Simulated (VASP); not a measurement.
Here is a VASP 6.6.1 calculation.

Contents of INCAR:

```
ALGO = Normal ; EDIFF = 1E-6
ENCUT = 520 ; GGA = PE
ISIF = 2 ; ISMEAR = 0
LASPH = T ; LCHARG = F
LREAL = F ; LWAVE = F
NBANDS = 33 ; NELM = 60
PREC = Accurate ; SIGMA = 0.1
```

Contents of KPOINTS:

```
k-points
0
Gamma
  8 8 8
```

POSCAR

```
Ta4O
1.0
    4.3940506453      0.0000000000      0.0000000000
    0.0000000000      4.3940506453      0.0000000000
    0.0000000000      0.0000000000      4.3940506453
Ta O
4 1
Direct
    0.2637447757      0.7362552243      0.2637447757
    0.7362552243      0.2637447757      0.2637447757
    0.7362552243      0.7362552243      0.7362552243
    0.2637447757      0.2637447757      0.7362552243
    0.0000000000      0.0000000000      0.0000000000
```

Potentials or basis: VASP PAW PBE potentials, release 64 (Ta_pv, O).

The run is started by

```console
$ cat potpaw_PBE.64/Ta_pv/POTCAR potpaw_PBE.64/O/POTCAR > POTCAR
$ mpirun -np 1 vasp_std > vasp.out
```

Problem. Estimate the largest force.

Solution. 0.063 eV/Å.

Problem. Estimate the band gap on the k mesh.

Solution. Zero (band 25 reaches 7.05 eV, above the bottom of band 26 at 4.87 eV).

Problem. Predict the pressure.

Solution. 0.2 GPa.

Forces in eV/Å, atoms in the order of the input:
```
Ta   0.037 -0.037  0.037
Ta  -0.037  0.037  0.037
Ta  -0.037 -0.037 -0.037
Ta   0.037  0.037 -0.037
O    0.000  0.000  0.000
```

Caveat: spin-orbit coupling is left out, which moves the levels of the heavy elements.
